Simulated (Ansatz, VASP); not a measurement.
**N in VASP and in Ansatz**

```
CELL_PARAMETERS angstrom
1.40837 0.81312 2.39780
-1.40837 0.81312 2.39780
0.00000 -1.62625 2.39780
ATOMIC_POSITIONS crystal
N 0.23620 0.23620 0.23620
N 0.76380 0.76380 0.76380
```

Alike in both runs: task single point; functional PBE; dispersion D3(BJ); k mesh 6 × 6 × 6; occupations gaussian, width 0.1 eV; no spin polarisation.

```csv
,VASP,Ansatz
version,VASP 6.6.1,Ansatz 0.2.0
potentials or method,"VASP PAW PBE potentials, release 64 (N), cutoff 600 eV","scalar-relativistic, plane waves, PAW"
valence electrons in the cell,10,10
```

Ansatz gave:

```
gap on the k mesh at the Fermi level (eV) : 0.42
least direct gap on the mesh (eV)         : 0.55
rms of the force components (eV/Å)        : 2.497
```

Q: Estimate VASP's values.

A: gap on the k mesh at the Fermi level (eV): 0.41; least direct gap on the mesh (eV): 0.55; rms of the force components (eV/Å): 2.479.

Atom by atom the forces differ by 0.018 eV/Å (rms over components).

The k mesh is coarse, so the values compare programs but aren't converged.
